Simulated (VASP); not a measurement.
# Al30Cu (a cell with a defect) in VASP: single point with PBEsol

Aim: the single point of Al30Cu (a cell with a defect) with PBEsol.

Everything below comes from runs of VASP 6.6.1. Logs are shortened: lines on timing, memory, paths and dates and some standing lists are left out, and cuts for length are marked.

## (1) The cell of the first run

The cell holds a defect, 31 atoms: a = 8.100 Å, b = 8.100 Å, c = 8.100 Å, α = 90.00°, β = 90.00°, γ = 90.00°.

## (2) Single point, PBEsol

INCAR reads:

```
PREC = Accurate
ENCUT = 520
EDIFF = 1E-7
ISMEAR = 0
SIGMA = 0.1
LREAL = Auto
LASPH = True
NELM = 80
ALGO = Normal
ISIF = 2
LWAVE = False
LCHARG = False
GGA = PS
NBANDS = 72
```

KPOINTS reads:

```
regular mesh
0
Gamma
  3 3 3
```

POSCAR reads:

```
Al30Cu
1.0
    8.1000000000      0.0000000000      0.0000000000
    0.0000000000      8.1000000000      0.0000000000
    0.0000000000      0.0000000000      8.1000000000
Al Cu
30 1
Direct
    0.4981997531      0.0004538272     -0.0009638272
    0.7498733333      0.2564320988      0.0069488889
    0.7498148148     -0.0004516049      0.2517497531
    0.0009611111      0.0002885185     -0.0006540741
    0.2497806173      0.2506958025      0.0005874074
    0.5011635802      0.5026944444      0.0035138272
    0.7495932099      0.7487288889      0.0003950617
    0.2498054321     -0.0022403704      0.2473298765
    0.5080235802      0.2528059259      0.2558012346
    0.5023827160      0.0012546914      0.4988767901
    0.7495688889      0.0028370370      0.7467058025
   -0.0016374074      0.5025337037      0.0037491358
    0.2495988889      0.7520029630     -0.0023667901
   -0.0079119753      0.2527488889      0.2560818519
    0.2500303704      0.5011554321      0.2473344444
    0.5011730864      0.7452403704      0.2466650617
   -0.0028151852      0.0011902469      0.4989975309
    0.2500983951      0.2490930864      0.4988977778
    0.5035146914      0.4958585185      0.4999900000
    0.7499508642      0.7417239506      0.4938788889
    0.2496143210      0.0002785185      0.7479361728
    0.5015929630      0.2494060494      0.7478886420
    0.7499191358      0.4964602469      0.7489134568
   -0.0016993827      0.7449151852      0.2468991358
   -0.0035719753      0.4958202469      0.4999822222
    0.2499892593      0.7498641975      0.4977774074
   -0.0020535802      0.2493270370      0.7479666667
    0.2499956790      0.5015118519      0.7538620988
    0.4987807407      0.7508129630      0.7493493827
    0.0005900000      0.7507441975      0.7496824691
    0.7501458025      0.4675571605      0.2916385185
```

Potentials or basis: VASP PAW PBE potentials, release 64 (Al, Cu).

On the command line:

```
cat potpaw_PBE.64/Al/POTCAR potpaw_PBE.64/Cu/POTCAR > POTCAR
mpirun -np 1 vasp_std > vasp.out
```

OUTCAR:

```text
PREC = Accurate
   ENCUT = 520
   EDIFF = 1E-7
   ISMEAR = 0
   LREAL = Auto
   LASPH = True
   NELM = 80
   ISIF = 2
   GGA = PS

 ion  position               nearest neighbor table
   1  0.498  0.000  0.999-   8 2.84  13 2.85   5 2.86  29 2.86  21 2.86  22 2.86  16 2.88   7 2.88
                            11 2.89   3 2.89   2 2.91   9 2.92
   2  0.750  0.256  0.007-   9 2.81  14 2.81  12 2.83   6 2.84  23 2.85  31 2.87   3 2.87  27 2.91
                             4 2.91  22 2.91   1 2.91  11 2.94
   3  0.750  1.000  0.252-  10 2.83  17 2.83   9 2.84  14 2.84  20 2.86   2 2.87   7 2.88  16 2.88
                            24 2.88   4 2.88   1 2.89
   4  0.001  0.000  0.999-   8 2.85  13 2.85  30 2.86   5 2.86  21 2.86  27 2.87   7 2.88  24 2.88
                             3 2.88  11 2.89   2 2.91  14 2.92
   5  0.250  0.251  0.001-  15 2.85  28 2.85   1 2.86   4 2.86   8 2.86  21 2.88  12 2.88   6 2.88
                            27 2.89  22 2.89  14 2.94   9 2.94
   6  0.501  0.503  0.004-  16 2.78   7 2.83   2 2.84  15 2.84  28 2.87  13 2.87   9 2.88  29 2.88
                             5 2.88  23 2.88  22 2.91
   7  0.750  0.749  0.000-   6 2.83  16 2.83  12 2.84  24 2.84  30 2.87  29 2.87   3 2.88   4 2.88
                             1 2.88  23 2.89  11 2.91
   8  0.250  0.998  0.247-  13 2.84   1 2.84   4 2.85  26 2.85   5 2.86  18 2.88  16 2.89  10 2.89
                            17 2.89  24 2.89  14 2.94   9 2.94
   9  0.508  0.253  0.256-  31 2.64  19 2.79   2 2.81  10 2.83   3 2.84  18 2.87   6 2.88  15 2.90
[... 30 lines left out ...]
                             3 2.88   8 2.89  17 2.91  31 3.04
  25  0.996  0.496  0.500-  31 2.62  14 2.79  20 2.82  27 2.83  23 2.84  18 2.87  24 2.88  30 2.89
                            15 2.90  28 2.91  26 2.91
  26  0.250  0.750  0.498-   8 2.85  15 2.86  29 2.87  21 2.87  30 2.87  16 2.88  24 2.88  10 2.89
                            17 2.89  28 2.89  19 2.91  25 2.91
  27  0.998  0.249  0.748-  25 2.83  11 2.83  23 2.84  17 2.85   4 2.87  21 2.87  18 2.87  28 2.89
                             5 2.89   2 2.91  12 2.92
  28  0.250  0.502  0.754-  13 2.83   5 2.85  29 2.85  30 2.86   6 2.87  12 2.87  22 2.89  27 2.89
                            26 2.89  18 2.91  19 2.91  25 2.91
  29  0.499  0.751  0.749-  13 2.85  28 2.85  21 2.86   1 2.86  26 2.87  10 2.87   7 2.87   6 2.88
                            11 2.88  19 2.89  23 2.90  20 2.90
  30  0.001  0.751  0.750-  13 2.85  21 2.86  28 2.86   4 2.86  17 2.87  26 2.87   7 2.87  12 2.88
                            11 2.88  25 2.89  23 2.89  20 2.90
  31  0.750  0.468  0.292-  25 2.62  19 2.63  14 2.64   9 2.64  20 2.76   2 2.87  24 3.04  16 3.04

  LATTYP: Found a simple cubic cell.
 ALAT       =     8.1000000000

  Lattice vectors:

 A1 = (   8.1000000000,   0.0000000000,   0.0000000000)
 A2 = (   0.0000000000,   8.1000000000,   0.0000000000)
 A3 = (   0.0000000000,   0.0000000000,   8.1000000000)

Analysis of symmetry for initial positions (statically):
=====================================================================
 Subroutine PRICEL returns:
 Original cell was already a primitive cell.

 Routine SETGRP: Setting up the symmetry group for a
 simple cubic supercell.

 Subroutine GETGRP returns: Found  1 space group operations
 (whereof  1 operations were pure point group operations)
 out of a pool of 48 trial point group operations.

The static configuration has the point symmetry C_1 .

Analysis of symmetry for dynamics (positions and initial velocities):
=====================================================================
 Subroutine PRICEL returns:
 Original cell was already a primitive cell.

 Routine SETGRP: Setting up the symmetry group for a
 simple cubic supercell.

 Subroutine GETGRP returns: Found  1 space group operations
 (whereof  1 operations were pure point group operations)
 out of a pool of 48 trial point group operations.

The dynamic configuration has the point symmetry C_1 .

 Subroutine INISYM returns: Found  1 space group operations
 (whereof  1 operations are pure point group operations),
 and found     1 'primitive' translations

----------------------------------------------------------------------------------------

                                     Primitive cell

  volume of cell :     531.4410

  direct lattice vectors                    reciprocal lattice vectors
     8.100000000  0.000000000  0.000000000     0.123456790  0.000000000  0.000000000
     0.000000000  8.100000000  0.000000000     0.000000000  0.123456790  0.000000000
     0.000000000  0.000000000  8.100000000     0.000000000  0.000000000  0.123456790

  length of vectors
     8.100000000  8.100000000  8.100000000     0.123456790  0.123456790  0.123456790

  position of ions in fractional coordinates (direct lattice)
     0.498199753  0.000453827  0.999036173
     0.749873333  0.256432099  0.006948889
     0.749814815  0.999548395  0.251749753
     0.000961111  0.000288518  0.999345926
     0.249780617  0.250695802  0.000587407
     0.501163580  0.502694444  0.003513827
[... 23 lines left out ...]
     0.000590000  0.750744197  0.749682469
     0.750145803  0.467557161  0.291638519

  ion indices of the primitive-cell ions
   primitive index   ion index
                 1           1
                 2           2
                 3           3
                 4           4
                 5           5
                 6           6
[... 23 lines left out ...]
                30          30
                31          31

----------------------------------------------------------------------------------------

 KPOINTS: regular mesh

Automatic generation of k-mesh.
 Grid dimensions read from file:
 generate k-points for:    3    3    3

 Generating k-lattice:

  Cartesian coordinates                     Fractional coordinates (reciprocal lattice)
     0.041152263  0.000000000  0.000000000     0.333333333  0.000000000  0.000000000
     0.000000000  0.041152263  0.000000000     0.000000000  0.333333333  0.000000000
     0.000000000  0.000000000  0.041152263     0.000000000  0.000000000  0.333333333

  Length of vectors
     0.041152263  0.041152263  0.041152263

  Shift w.r.t. Gamma in fractional coordinates (k-lattice)
     0.000000000  0.000000000  0.000000000

 Subroutine IBZKPT returns following result:
 ===========================================

 Found     14 irreducible k-points:

 Following reciprocal coordinates:
            Coordinates               Weight
  0.000000  0.000000  0.000000      1.000000
  0.333333  0.000000  0.000000      2.000000
  0.000000  0.333333  0.000000      2.000000
  0.000000  0.000000  0.333333      2.000000
  0.333333  0.333333  0.000000      2.000000
  0.000000  0.333333  0.333333      2.000000
  0.333333  0.000000  0.333333      2.000000
 -0.333333  0.333333  0.000000      2.000000
 -0.333333  0.000000  0.333333      2.000000
  0.000000 -0.333333  0.333333      2.000000
  0.333333  0.333333  0.333333      2.000000
 -0.333333  0.333333  0.333333      2.000000
 -0.333333 -0.333333  0.333333      2.000000
  0.333333 -0.333333  0.333333      2.000000
   k-points           NKPTS =     14   k-points in BZ     NKDIM =     14   number of bands    NBANDS=     72
   number of dos      NEDOS =    301   number of ions     NIONS =     31
   total plane-waves  NPLWV = 216000
   dimension x,y,z NGX =    60 NGY =   60 NGZ =   60
   dimension x,y,z NGXF=   120 NGYF=  120 NGZF=  120
   ions per type =              30   1
   NGX,Y,Z   is equivalent  to a cutoff of  12.31, 12.31, 12.31 a.u.
   NGXF,Y,Z  is equivalent  to a cutoff of  24.63, 24.63, 24.63 a.u.
 SYSTEM =  unknown system
   PREC   = accura    normal or accurate (medium, high low for compatibility)
   ISTART =      0    job   : 0-new  1-cont  2-samecut
   ICHARG =      2    charge: 1-file 2-atom 10-const
   ISPIN  =      1    spin polarized calculation?
   LNONCOLLINEAR =      F non collinear calculations
   LSORBIT =      F    spin-orbit coupling
   LASPH  =      T    aspherical Exc in radial PAW
   ENCUT  =  520.0 eV  38.22 Ry    6.18 a.u.  15.06 15.06 15.06*2*pi/ulx,y,z
   NELM   =     80;   NELMIN=  2; NELMDL= -5     # of ELM steps
   EDIFF  = 0.1E-06   stopping-criterion for ELM
   LREAL  =      T    real-space projection
   EDIFFG = 0.1E-05   stopping-criterion for IOM
   NSW    =      0    number of steps for IOM
   IBRION =     -1    ionic relax: 0-MD 1-quasi-New 2-CG
   NFREE  =      0    steps in history (QN), initial steepest desc. (CG)
   ISIF   =      2    stress and relaxation
   ISYM   =      2    0-nonsym 1-usesym 2-fastsym
   POTIM  = 0.5000    time-step for ionic-motion
   TEBEG  =    0.0;   TEEND  =   0.0 temperature during run
   PSTRESS=    0.0 pullay stress
   NELECT =     101.0000    total number of electrons
   NUPDOWN=      -1.0000    fix difference up-down
   EMIN   =  10.00;   EMAX   =-10.00  energy-range for DOS
   EFERMI =   0.00;   METHOD = LEGACY
   ISMEAR =     0;   SIGMA  =   0.10  broadening in eV -4-tet -1-fermi 0-gaus
   EFERMI_NEDOS =   21; number of points for ismear=-14 and -15
   IALGO  =     38    algorithm
   IMIX   =      4    mixing-type and parameters
     AMIX     =   0.40;   BMIX     =  1.00
     AMIX_MAG =   1.60;   BMIX_MAG =  1.00
  volume/ion in A,a.u.               =      17.14       115.69
  Fermi-wavevector in a.u.,A,eV,Ry     =   0.941233  1.778672 12.053656  0.885919
  Thomas-Fermi vector in A             =   2.068723
   LORBIT       =      0    0 simple, 1 ext, 2 COOP (PROOUT), +10 PAW based schemes
   GGA     = PS    functional components
   LHFCALC =     F    Hartree Fock is set to
   AEXX    =    0.0000 exact exchange contribution
   IVDW    =     0    specifies the selected vdW correction
   LEPSILON=     F    determine dielectric tensor
   LRPA    =     F    only Hartree local field effects (RPA)
 non-spin polarized calculation
 Gauss-broadening in eV      SIGMA  =   0.10
  energy-cutoff  :      520.00
  volume of cell :      531.44
 maximum number of plane-waves:     14358
   NGX = 31   NGY = 31   NGZ = 31

 number of electron     100.9999989 magnetization

 Free energy of the ion-electron system (eV)
  ---------------------------------------------------
  ext. energy  EPLUGINS =         0.00000000
  ---------------------------------------------------
  free energy    TOTEN  =      -126.30814558 eV

  energy without entropy =     -126.25953660  energy(sigma->0) =     -126.28384109

 E-fermi :   7.2490     XC(G=0): -10.1201

 val. band max:        7.2234840564   @ k =   0.0000   0.0000   0.0000
 cond. band min:       7.2782499781   @ k =   0.0000   0.0000   0.3333
 fundamental gap:      0.0547659217
 Fermi energy:         7.2489524613

 k-point     1 :       0.0000    0.0000    0.0000
  band No.  band energies     occupation
      1      -3.4356      2.00000
      2      -1.3004      2.00000
      3      -1.2952      2.00000
      4      -1.2657      2.00000
      5      -1.2568      2.00000
      6      -1.1222      2.00000
[... 899 lines left out ...]
     61       9.1766      0.00000
     62       9.2207      0.00000
 [bands above 62 left out]

------------------------ aborting loop because EDIFF is reached ----------------------------------------

  FORCE on cell =-STRESS in cart. coord.  units (eV):
  Direction    XX          YY          ZZ          XY          YZ          ZX
  --------------------------------------------------------------------------------------
  -------------------------------------------------------------------------------------
  Total      -10.7926796    -12.2861834    -12.3102043     -0.0038660     -0.0736819      0.0037233
  in kB      -32.5375472    -37.0401316    -37.1125493     -0.0116552     -0.2221347      0.0112251
  external PRESSURE =     -35.5634093 kB  Pullay stress =       0.0000000 kB

 VOLUME and BASIS-vectors are now :
 -----------------------------------------------------------------------------
  energy-cutoff  :      520.00
  volume of cell :      531.44
      direct lattice vectors                 reciprocal lattice vectors
     8.100000000  0.000000000  0.000000000     0.123456790  0.000000000  0.000000000
     0.000000000  8.100000000  0.000000000     0.000000000  0.123456790  0.000000000
     0.000000000  0.000000000  8.100000000     0.000000000  0.000000000  0.123456790

 POSITION                                       TOTAL-FORCE (eV/Angst)
 -----------------------------------------------------------------------------------
      4.03542      0.00368      8.09219         0.000637     -0.010240      0.005017
      6.07397      2.07710      0.05629        -0.000111     -0.015381      0.009810
      6.07350      8.09634      2.03917        -0.000963     -0.017254      0.008219
      0.00778      0.00234      8.09470         0.006512     -0.006096     -0.001362
      2.02322      2.03064      0.00476        -0.002852      0.007505      0.023032
      4.05942      4.07182      0.02846         0.002839     -0.007237      0.021092
[... 23 lines left out ...]
      0.00478      6.08103      6.07243         0.013268     -0.002823      0.003608
      6.07618      3.78721      2.36227        -0.001050      0.258173     -0.296411
 -----------------------------------------------------------------------------------
    total drift:                               -0.003795      0.010696     -0.038403

  FREE ENERGIE OF THE ION-ELECTRON SYSTEM (eV)
  ---------------------------------------------------
  free  energy   TOTEN  =      -126.3081455788 eV

  energy  without entropy=     -126.2595365994  energy(sigma->0) =     -126.28384109
```

Run time: 19 min. Hardware: 1 thread of Oxide Virtual Turin-like, shared host; peak memory 0.63 GiB.

Results:

- Free energy: -126.3081 eV
- Pressure: -3.6 GPa
- Largest force: 0.393 eV/Å
- Band gap on the k mesh: zero (an odd number of electrons rules out a gap without spin polarisation)

Forces in eV/Å, atoms in the order of the input:
```
Al   0.001 -0.010  0.005
Al   0.000 -0.015  0.010
Al  -0.001 -0.017  0.008
Al   0.007 -0.006 -0.001
Al  -0.003  0.008  0.023
Al   0.003 -0.007  0.021
Al   0.000 -0.006  0.004
Al  -0.001 -0.012  0.020
Al   0.017 -0.016  0.014
Al   0.007 -0.007  0.010
Al   0.007 -0.005  0.012
Al  -0.002 -0.006  0.017
Al   0.003 -0.001  0.006
Al  -0.024 -0.020  0.008
Al  -0.002 -0.006  0.017
Al   0.003 -0.010  0.010
Al  -0.004 -0.007  0.011
Al  -0.005 -0.008  0.022
Al   0.054 -0.029 -0.013
Al  -0.005  0.018  0.016
Al   0.002 -0.005  0.011
Al   0.006 -0.005  0.007
Al  -0.002 -0.006  0.037
Al   0.004 -0.004  0.007
Al  -0.050 -0.031 -0.003
Al  -0.006 -0.029  0.008
Al  -0.003 -0.005  0.004
Al  -0.008 -0.004 -0.013
Al  -0.010 -0.003  0.013
Al   0.013 -0.003  0.004
Cu  -0.001  0.258 -0.296
```

Stress tensor (GPa, compression positive):
```
-3.25  0.00  0.00
 0.00 -3.70 -0.02
 0.00 -0.02 -3.71
```

Caveat: the PAW data sets were made with another functional, which shifts forces and pressure a little.

The gap in the log of VASP goes by the Fermi energy; the results here count the filled bands.